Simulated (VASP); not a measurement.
# HC18N in VASP: further runs

Runs on HC18N. Level: PBEsol. Tasks: single point.

All numbers are computed with VASP 6.6.1; they aren't measurements. Logs are shortened: lines on timing, memory, paths and dates and some standing lists are left out, and cuts for length are marked.

## Step 1: The cell of the first run

The cell holds a slab with vacuum, 20 atoms: a = 7.398 Å, b = 7.398 Å, c = 12.000 Å, α = 90.00°, β = 90.00°, γ = 120.00°.

## Step 2: Single point, PBEsol

Contents of INCAR:

```
SYSTEM = HC18N
  PREC = Accurate
  ENCUT = 520
  EDIFF = 1E-6
  ISMEAR = 0
  SIGMA = 0.05
  LREAL = Auto
  LASPH = .True.
  NELM = 80
  ALGO = Normal
  ISIF = 2
  LWAVE = .False.
  LCHARG = .False.
  GGA = PS
  NBANDS = 55
```

Contents of KPOINTS:

```
Automatic mesh
0
Gamma
  2 2 1
  0 0 0
```

Contents of POSCAR:

```
HC18N
1.0
    7.3980000000      0.0000000000      0.0000000000
   -3.6990000000      6.4068560000      0.0000000000
    0.0000000000      0.0000000000     12.0000000000
C N H
18 1 1
Direct
    0.0038270745     -0.0069965674      0.0852196667
    0.2213230007      0.1048698457      0.0717091667
    0.0078340240      0.3349051391      0.0755711667
    0.2241879906      0.4409445132      0.0675291667
    0.0012057412      0.6619856916      0.0885280000
    0.2212433861      0.7720463828      0.0815409167
    0.3331670192     -0.0056659616      0.0740779167
    0.5517497094      0.1078992567      0.0792549167
    0.3340475635      0.3276241888      0.0692311667
    0.5539688506      0.4391017997      0.0757943333
    0.3360374968      0.6634967291      0.0771135833
    0.5534914986      0.7705280094      0.0911206667
    0.6607503865     -0.0019485376      0.1126417500
    0.9017207957      0.1153120969      0.1048745000
    0.6640970772      0.3273271633      0.0795345833
    0.8897258253      0.4392361870      0.0913844167
    0.6658010492      0.6622290247      0.0863924167
    0.8893585209      0.7730155009      0.0890554167
    0.7945904290      0.0970605551      0.2112417500
    0.8381331434      0.2947704771      0.2048510000
```

Potentials or basis: VASP PAW PBE potentials, release 64 (C, N, H).

Run with:

```bash
$ cat potpaw_PBE.64/C/POTCAR potpaw_PBE.64/N/POTCAR potpaw_PBE.64/H/POTCAR > POTCAR
$ mpirun -np 1 vasp_std > vasp.out
```

OUTCAR:

```text
SYSTEM = HC18N
   PREC = Accurate
   ENCUT = 520
   EDIFF = 1E-6
   ISMEAR = 0
   LREAL = Auto
   LASPH = .True.
   NELM = 80
   ISIF = 2
   GGA = PS

 ion  position               nearest neighbor table
   1  0.004  0.993  0.085-   2 1.40  18 1.41  14 1.46
   2  0.221  0.105  0.072-   1 1.40   7 1.43   9 1.43
   3  0.008  0.335  0.076-   4 1.39  16 1.44  14 1.45
   4  0.224  0.441  0.068-   3 1.39   9 1.43  11 1.43
   5  0.001  0.662  0.089-   6 1.41  16 1.43  18 1.43
   6  0.221  0.772  0.082-   5 1.41   7 1.43  11 1.43
   7  0.333  0.994  0.074-   8 1.40   2 1.43   6 1.43
   8  0.552  0.108  0.079-   7 1.40  15 1.41  13 1.46
   9  0.334  0.328  0.069-  10 1.41   2 1.43   4 1.43
  10  0.554  0.439  0.076-   9 1.41  15 1.42  17 1.44
  11  0.336  0.663  0.077-  12 1.40   4 1.43   6 1.43
  12  0.553  0.771  0.091-  11 1.40  17 1.41  13 1.48
  13  0.661  0.998  0.113-   8 1.46  19 1.48  12 1.48  14 1.55
  14  0.902  0.115  0.105-   3 1.45   1 1.46  19 1.47  13 1.55
  15  0.664  0.327  0.080-   8 1.41  10 1.42  16 1.45
  16  0.890  0.439  0.091-   5 1.43   3 1.44  15 1.45
  17  0.666  0.662  0.086-  12 1.41  18 1.43  10 1.44
  18  0.889  0.773  0.089-   1 1.41   5 1.43  17 1.43
  19  0.795  0.097  0.211-  14 1.47  13 1.48
  20  0.838  0.295  0.205-

  LATTYP: Found a hexagonal cell.
 ALAT       =     7.3980000000
 C/A-ratio  =     1.6220600162

  Lattice vectors:

 A1 = (   7.3980000000,   0.0000000000,   0.0000000000)
 A2 = (  -3.6990000000,   6.4068560000,   0.0000000000)
 A3 = (   0.0000000000,   0.0000000000,  12.0000000000)

Analysis of symmetry for initial positions (statically):
=====================================================================
 Subroutine PRICEL returns:
 Original cell was already a primitive cell.

 Routine SETGRP: Setting up the symmetry group for a
 hexagonal supercell.

 Subroutine GETGRP returns: Found  1 space group operations
 (whereof  1 operations were pure point group operations)
 out of a pool of 24 trial point group operations.

The static configuration has the point symmetry C_1 .

Analysis of symmetry for dynamics (positions and initial velocities):
=====================================================================
 Subroutine PRICEL returns:
 Original cell was already a primitive cell.

 Routine SETGRP: Setting up the symmetry group for a
 hexagonal supercell.

 Subroutine GETGRP returns: Found  1 space group operations
 (whereof  1 operations were pure point group operations)
 out of a pool of 24 trial point group operations.

The dynamic configuration has the point symmetry C_1 .

 Subroutine INISYM returns: Found  1 space group operations
 (whereof  1 operations are pure point group operations),
 and found     1 'primitive' translations

----------------------------------------------------------------------------------------

                                     Primitive cell

  volume of cell :     568.7750

  direct lattice vectors                    reciprocal lattice vectors
     7.398000000  0.000000000  0.000000000     0.135171668  0.078041398  0.000000000
    -3.699000000  6.406856000  0.000000000     0.000000000  0.156082796  0.000000000
     0.000000000  0.000000000 12.000000000     0.000000000  0.000000000  0.083333333

  length of vectors
     7.398000000  7.398000054 12.000000000     0.156082797  0.156082796  0.083333333

  position of ions in fractional coordinates (direct lattice)
     0.003827075  0.993003433  0.085219667
     0.221323001  0.104869846  0.071709167
     0.007834024  0.334905139  0.075571167
     0.224187991  0.440944513  0.067529167
     0.001205741  0.661985692  0.088528000
     0.221243386  0.772046383  0.081540917
[... 12 lines left out ...]
     0.794590429  0.097060555  0.211241750
     0.838133143  0.294770477  0.204851000

  ion indices of the primitive-cell ions
   primitive index   ion index
                 1           1
                 2           2
                 3           3
                 4           4
                 5           5
                 6           6
[... 12 lines left out ...]
                19          19
                20          20

----------------------------------------------------------------------------------------

 KPOINTS: Automatic mesh

Automatic generation of k-mesh.
 Grid dimensions read from file:
 generate k-points for:    2    2    1

 Generating k-lattice:

  Cartesian coordinates                     Fractional coordinates (reciprocal lattice)
     0.067585834  0.039020699  0.000000000     0.500000000  0.000000000  0.000000000
     0.000000000  0.078041398  0.000000000     0.000000000  0.500000000  0.000000000
     0.000000000  0.000000000  0.083333333     0.000000000  0.000000000  1.000000000

  Length of vectors
     0.078041399  0.078041398  0.083333333

  Shift w.r.t. Gamma in fractional coordinates (k-lattice)
     0.000000000  0.000000000  0.000000000

 Subroutine IBZKPT returns following result:
[... 40 lines left out ...]
   NUPDOWN=      -1.0000    fix difference up-down
   EMIN   =  10.00;   EMAX   =-10.00  energy-range for DOS
   EFERMI =   0.00;   METHOD = LEGACY
   ISMEAR =     0;   SIGMA  =   0.05  broadening in eV -4-tet -1-fermi 0-gaus
   EFERMI_NEDOS =   21; number of points for ismear=-14 and -15
   IALGO  =     38    algorithm
   IMIX   =      4    mixing-type and parameters
     AMIX     =   0.40;   BMIX     =  1.00
     AMIX_MAG =   1.60;   BMIX_MAG =  1.00
  volume/ion in A,a.u.               =      28.44       191.91
  Fermi-wavevector in a.u.,A,eV,Ry     =   0.844228  1.595359  9.697146  0.712720
  Thomas-Fermi vector in A             =   1.959222
   LORBIT       =      0    0 simple, 1 ext, 2 COOP (PROOUT), +10 PAW based schemes
   GGA     = PS    functional components
   LHFCALC =     F    Hartree Fock is set to
   AEXX    =    0.0000 exact exchange contribution
   IVDW    =     0    specifies the selected vdW correction
   LEPSILON=     F    determine dielectric tensor
   LRPA    =     F    only Hartree local field effects (RPA)
 non-spin polarized calculation
 Gauss-broadening in eV      SIGMA  =   0.05
  energy-cutoff  :      520.00
  volume of cell :      568.78
 maximum number of plane-waves:     15363
 NGX is ok and might be reduce to    56
   NGX = 27   NGY = 27   NGZ = 45

 number of electron      78.0000001 magnetization

 Free energy of the ion-electron system (eV)
  ---------------------------------------------------
  ext. energy  EPLUGINS =         0.00000000
  ---------------------------------------------------
  free energy    TOTEN  =      -181.41280267 eV

  energy without entropy =     -181.41246232  energy(sigma->0) =     -181.41263250

 E-fermi :  -1.9694     XC(G=0):  -3.8159

 val. band max:       -2.0658924695   @ k =   0.0000   0.0000   0.0000
 cond. band min:      -1.8729083996   @ k =   0.0000   0.0000   0.0000
 fundamental gap:      0.1929840698
 Fermi energy:        -1.9694004345

 k-point     1 :       0.0000    0.0000    0.0000
  band No.  band energies     occupation
      1     -22.7869      2.00000
      2     -20.7458      2.00000
      3     -19.0072      2.00000
      4     -18.8999      2.00000
      5     -18.8316      2.00000
      6     -18.7849      2.00000
[... 43 lines left out ...]
     50       4.0777      0.00000
     51       4.3353      0.00000

 k-point     2 :       0.5000    0.0000    0.0000
  band No.  band energies     occupation
      1     -22.7259      2.00000
      2     -20.7795      2.00000
      3     -20.0451      2.00000
      4     -19.5204      2.00000
      5     -18.4017      2.00000
      6     -17.1540      2.00000
[... 43 lines left out ...]
     50       4.2469      0.00000
     51       4.3051      0.00000

 k-point     3 :       0.0000    0.5000    0.0000
  band No.  band energies     occupation
      1     -22.7257      2.00000
      2     -20.7487      2.00000
      3     -20.1186      2.00000
      4     -19.4854      2.00000
      5     -18.4264      2.00000
      6     -17.0829      2.00000
[... 43 lines left out ...]
     50       3.9608      0.00000
     51       4.2976      0.00000

 k-point     4 :       0.5000    0.5000    0.0000
  band No.  band energies     occupation
      1     -22.7270      2.00000
      2     -20.7390      2.00000
      3     -20.1092      2.00000
      4     -19.5059      2.00000
      5     -18.4505      2.00000
      6     -17.0678      2.00000
[... 43 lines left out ...]
     50       4.0449      0.00000
     51       4.3418      0.00000
 [bands above 51 left out]

------------------------ aborting loop because EDIFF is reached ----------------------------------------

  FORCE on cell =-STRESS in cart. coord.  units (eV):
  Direction    XX          YY          ZZ          XY          YZ          ZX
  --------------------------------------------------------------------------------------
  -------------------------------------------------------------------------------------
  Total        1.2936013     -4.0965412      1.4154664     -1.7528783     -3.1021863      0.3276217
  in kB        3.6439339    -11.5395102      3.9872145     -4.9376673     -8.7385208      0.9228747
  external PRESSURE =      -1.3027872 kB  Pullay stress =       0.0000000 kB

 VOLUME and BASIS-vectors are now :
 -----------------------------------------------------------------------------
  energy-cutoff  :      520.00
  volume of cell :      568.78
      direct lattice vectors                 reciprocal lattice vectors
     7.398000000  0.000000000  0.000000000     0.135171668  0.078041398  0.000000000
    -3.699000000  6.406856000  0.000000000     0.000000000  0.156082796  0.000000000
     0.000000000  0.000000000 12.000000000     0.000000000  0.000000000  0.083333333

 POSITION                                       TOTAL-FORCE (eV/Angst)
 -----------------------------------------------------------------------------------
     -3.64481      6.36203      1.02264        -0.000113      0.102341      0.126721
      1.24943      0.67189      0.86051        -0.070401      0.077968      0.028493
     -1.18086      2.14569      0.90685        -0.129952      0.256923     -0.227588
      0.02749      2.82507      0.81035         0.020508      0.096554      0.033827
     -2.43976      4.24125      1.06234        -0.008837     -0.023307     -0.240906
     -1.21904      4.94639      0.97849         0.050583      0.053137     -0.012174
[... 12 lines left out ...]
      5.51935      0.62185      2.53490        -0.347247      1.509058      0.291682
      5.11015      1.88855      2.45821         0.613294     -3.762854      0.891680
 -----------------------------------------------------------------------------------
    total drift:                               -0.021707     -0.002903      0.003097

  FREE ENERGIE OF THE ION-ELECTRON SYSTEM (eV)
  ---------------------------------------------------
  free  energy   TOTEN  =      -181.4128026745 eV

  energy  without entropy=     -181.4124623223  energy(sigma->0) =     -181.41263250
```

Wall time 4.5 min (1 thread of Intel Xeon Platinum 8259CL at 2.50GHz (Skylake/Cascade Lake), shared host); peak memory 0.59 GiB.

What came out:

- Free energy: -181.4128 eV
- Largest force: 3.915 eV/Å
- Band gap on the k mesh: 0.19 eV

Forces on the atoms (eV/Å):
```
C    0.000  0.102  0.127
C   -0.070  0.078  0.028
C   -0.130  0.257 -0.228
C    0.021  0.097  0.034
C   -0.009 -0.023 -0.241
C    0.051  0.053 -0.012
C    0.047  0.070 -0.012
C   -0.070  0.038 -0.060
C   -0.015  0.095  0.070
C   -0.034  0.112  0.046
C    0.019  0.138  0.082
C   -0.008  0.185  0.324
C   -0.072  0.267 -0.103
C   -0.031  0.134 -0.167
C    0.107  0.223  0.033
C   -0.034  0.237 -1.167
C    0.012  0.121  0.068
C   -0.048  0.070 -0.005
N   -0.347  1.509  0.292
H    0.613 -3.763  0.892
```

Levels at points of the mesh, in eV from the valence-band top:
| k point | band 35 | band 36 | band 37 | band 38 | band 39 | band 40 | band 41 | band 42 | band 43 | band 44 |
| --- | --- | --- | --- | --- | --- | --- | --- | --- | --- | --- |
| (0.00, 0.00, 0.00) | -2.93 | -2.80 | -2.22 | -0.37 | 0.00 | 0.19 | 1.42 | 3.46 | 3.65 | 4.13 |
| (0.50, 0.00, 0.00) | -2.48 | -2.39 | -2.32 | -1.39 | -0.65 | 0.95 | 1.89 | 2.49 | 2.88 | 3.82 |
| (0.00, 0.50, 0.00) | -2.54 | -2.38 | -2.27 | -1.49 | -1.15 | 1.56 | 2.20 | 2.63 | 2.75 | 3.38 |
| (0.50, 0.50, 0.00) | -2.53 | -2.43 | -2.27 | -1.44 | -1.20 | 1.73 | 2.01 | 2.41 | 2.70 | 3.95 |

Caveat: the k points lie up to 0.49 Å⁻¹ apart; the PAW data sets were made with another functional, which shifts forces and pressure a little.

## Step 3: Single point, PBEsol

Contents of INCAR:

```
PREC = Accurate
ENCUT = 520
EDIFF = 1E-6
ISMEAR = 0
SIGMA = 0.05
LREAL = Auto
LASPH = True
NELM = 80
ALGO = Normal
ISIF = 2
LWAVE = False
LCHARG = False
GGA = PS
NBANDS = 55
```

Contents of KPOINTS:

```
regular mesh
0
Gamma
  2 2 1
```

Contents of POSCAR:

```
HC18N
1.0
    7.3980000000      0.0000000000      0.0000000000
   -3.6990000000      6.4068560000      0.0000000000
    0.0000000000      0.0000000000     12.0000000000
C N H
18 1 1
Direct
    0.0051147831     -0.0033543754      0.0823760000
    0.2240475115      0.1091869397      0.0699560833
    0.0095657932      0.3355844114      0.0761687500
    0.2257267180      0.4446705217      0.0656405000
    0.0035575803      0.6674882345      0.0891450000
    0.2223998115      0.7766011910      0.0800283333
    0.3341869010     -0.0015594232      0.0726499167
    0.5548022829      0.1123596347      0.0784764167
    0.3358172863      0.3313853160      0.0671275000
    0.5557112919      0.4426302074      0.0737975833
    0.3366463285      0.6663997131      0.0748395000
    0.5545784608      0.7729733585      0.0867490000
    0.6606221920     -0.0022711608      0.1119852500
    0.9044252614      0.1181868299      0.1044142500
    0.6629006739      0.3288900203      0.0778100000
    0.8904244936      0.4403666947      0.1013407500
    0.6668052006      0.6653278925      0.0841286667
    0.8917621988      0.7773527296      0.0873407500
    0.7889876300      0.0758103507      0.2084910833
    0.8654181675      0.3693602603      0.1946179167
```

Potentials or basis: VASP PAW PBE potentials, release 64 (C, N, H).

Run with:

```bash
$ cat potpaw_PBE.64/C/POTCAR potpaw_PBE.64/N/POTCAR potpaw_PBE.64/H/POTCAR > POTCAR
$ mpirun -np 1 vasp_std > vasp.out
```

It took 4.8 min on 1 thread of Intel Xeon Platinum 8259CL at 2.50GHz (Skylake/Cascade Lake), shared host; peak memory 0.6 GiB.

It converged, with:

| Item | Value |
| --- | --- |
| Free energy | -180.3682 eV |
| Largest force | 0.201 eV/Å |
| Band gap on the k mesh | 0.32 eV |

Forces on the atoms (eV/Å):
```
C   -0.006 -0.002 -0.009
C   -0.006  0.001  0.007
C   -0.004 -0.003 -0.033
C    0.001  0.008 -0.013
C   -0.001 -0.012 -0.010
C    0.004 -0.004  0.000
C    0.008 -0.007 -0.002
C    0.009 -0.011 -0.001
C    0.006  0.001  0.002
C   -0.009  0.006 -0.004
C    0.001  0.003 -0.004
C   -0.005  0.019  0.014
C   -0.063 -0.047 -0.042
C    0.058  0.019 -0.065
C    0.013  0.010 -0.007
C   -0.011  0.010 -0.021
C    0.001 -0.001  0.000
C   -0.013  0.006 -0.016
N    0.011  0.043  0.196
H    0.008 -0.038  0.006
```

Levels at points of the mesh, in eV from the valence-band top:
```csv
k point,band 37,band 38,band 39,band 40,band 41,band 42
"(0.00, 0.00, 0.00)",-1.14,-0.25,0.00,0.32,1.53,2.73
"(0.50, 0.00, 0.00)",-1.94,-0.62,-0.05,0.76,1.56,2.55
"(0.00, 0.50, 0.00)",-2.14,-1.40,-0.22,1.12,2.42,2.75
"(0.50, 0.50, 0.00)",-1.91,-1.11,-0.32,0.98,2.09,2.61
```

Caveat: the k points lie up to 0.49 Å⁻¹ apart; the PAW data sets were made with another functional, which shifts forces and pressure a little.

## Step 4: Single point, PBEsol

Contents of INCAR:

```
SYSTEM = HC18N
PREC = Accurate
ENCUT = 520
EDIFF = 1E-6
ISMEAR = 0
SIGMA = 0.05
LREAL = Auto
LASPH = .TRUE.
NELM = 100
ALGO = Normal
ISIF = 2
LWAVE = .FALSE.
LCHARG = .FALSE.
GGA = PS
NBANDS = 55
```

Contents of KPOINTS:

```
Automatic mesh
0
G
  2 2 1
  0 0 0
```

Contents of POSCAR:

```
HC18N
1.0
    7.3980000000      0.0000000000      0.0000000000
   -3.6990000000      6.4068560000      0.0000000000
    0.0000000000      0.0000000000     12.0000000000
C N H
18 1 1
Direct
    0.0058883955     -0.0004765208      0.0766153333
    0.2257147888      0.1123974068      0.0673639167
    0.0096702990      0.3370526823      0.0823894167
    0.2258456141      0.4467985545      0.0694111667
    0.0067726066      0.6736836289      0.0811795000
    0.2249774179      0.7808934679      0.0744577500
    0.3363995890      0.0027002324      0.0696294167
    0.5568193551      0.1160388184      0.0791806667
    0.3367521947      0.3343192043      0.0675338333
    0.5566868952      0.4447711951      0.0730956667
    0.3376172318      0.6687086459      0.0732414167
    0.5565410910      0.7752919685      0.0812966667
    0.6624542050     -0.0010902383      0.1086532500
    0.9039408235      0.1173204143      0.1020749167
    0.6644523006      0.3317048175      0.0803475833
    0.8930664726      0.4473421909      0.1052231667
    0.6681175582      0.6675673685      0.0798095000
    0.8937935777      0.7806925893      0.0800394167
    0.7858195133      0.0629812813      0.2066590833
    0.8894106007      0.4383391792      0.1992982500
```

Run with:

```bash
$ cat potpaw_PBE.64/C/POTCAR potpaw_PBE.64/N/POTCAR potpaw_PBE.64/H/POTCAR > POTCAR
$ mpirun -np 1 vasp_std > vasp.out
```

It took 5.5 min on 1 thread of Intel Xeon Platinum 8259CL at 2.50GHz (Skylake/Cascade Lake), shared host; peak memory 0.6 GiB.

Results (log left out):

```yaml
Free_energy: -180.4162 eV
Largest_force: 0.202 eV/Å
Band_gap_on_the_k_mesh: 0.32 eV (least direct gap 0.34 eV)
```

Forces in eV/Å, atoms in the order of the input:
```
C    0.002  0.002 -0.011
C    0.003  0.004 -0.006
C   -0.008  0.001 -0.026
C    0.006  0.002 -0.007
C   -0.004 -0.007 -0.007
C    0.011 -0.002  0.001
C    0.001  0.002 -0.005
C    0.010 -0.021 -0.009
C   -0.001 -0.005 -0.001
C   -0.006  0.005 -0.006
C    0.000  0.011 -0.002
C   -0.006  0.008 -0.014
C   -0.076 -0.057 -0.091
C    0.050  0.036 -0.050
C    0.008  0.016 -0.008
C   -0.011 -0.002 -0.010
C    0.010  0.009  0.009
C   -0.010 -0.008  0.003
N    0.017  0.015  0.201
H    0.004 -0.009  0.038
```

Levels at points of the mesh, in eV from the valence-band top:
```tsv
k point	band 37	band 38	band 39	band 40	band 41	band 42
(0.00, 0.00, 0.00)	-1.29	-0.22	-0.02	0.32	1.51	2.55
(0.50, 0.00, 0.00)	-1.98	-0.68	0.00	0.65	1.55	2.50
(0.00, 0.50, 0.00)	-2.17	-1.54	-0.10	0.90	2.40	2.75
(0.50, 0.50, 0.00)	-1.91	-1.12	-0.11	0.60	2.07	2.61
```

Caveat: the k points lie up to 0.49 Å⁻¹ apart; the PAW data sets were made with another functional, which shifts forces and pressure a little.

## Step 5: Overview

| cell | gap on the mesh (eV) | largest force (eV/Å) |
| --- | --- | --- |
| as given, atomic positions A | 0.19 | 3.92 |
| as given, atomic positions B | 0.32 | 0.20 |
| as given, atomic positions C | 0.32 | 0.20 |

Alike in all rows: task single point; level PBEsol; potentials or basis VASP PAW PBE potentials, release 64 (C, N, H); no spin polarisation; k mesh 2 × 2 × 1; cutoff (eV) 520; smearing gaussian 0.05 eV.

Caveats: all runs use coarse meshes; the PAW data sets were made with another functional, which shifts forces and pressure a little.

Total energies depend on the potentials used, so only differences within one code and one set of settings carry meaning.
